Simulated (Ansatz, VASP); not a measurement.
One calculation of LiH, two programs

```xyz
2
Lattice="0.0000 2.0231 2.0231 2.0231 0.0000 2.0231 2.0231 2.0231 0.0000" Properties=species:S:1:pos:R:3 pbc="T T T"
Li    0.0000    0.0000    0.0000
H     2.0231    2.0231    2.0231
```

Alike in both runs: task single point; functional LDA; k mesh 11 × 11 × 11; occupations fermi-dirac, width 0.05 eV; no spin polarisation.

|  | VASP | Ansatz |
| --- | --- | --- |
| version | VASP 6.6.1 | Ansatz 0.2.0 |
| potentials or method | VASP PAW LDA potentials, release 64 (Li_sv, H) | Ansatz PAW |
| plane-wave cutoff (eV) | 520 | 420 |
| valence electrons in the cell | 4 | 4 |

|  | VASP | Ansatz | Ansatz less VASP |
| --- | --- | --- | --- |
| gap on the k mesh at the Fermi level (eV) | 2.83 | 2.83 | +0.007 |
| least direct gap on the mesh (eV) | 2.83 | 2.83 | +0.007 |

LDA's correlation is that of Perdew and Zunger in VASP and of Perdew and Wang (1992) in Ansatz.

Noted on VASP's run: the cutoff is short for stress, so the pressure is rough. Noted on Ansatz's run: odd divisions of the mesh miss points on the zone boundary, where band edges often lie, so the gap on the mesh can be too wide.
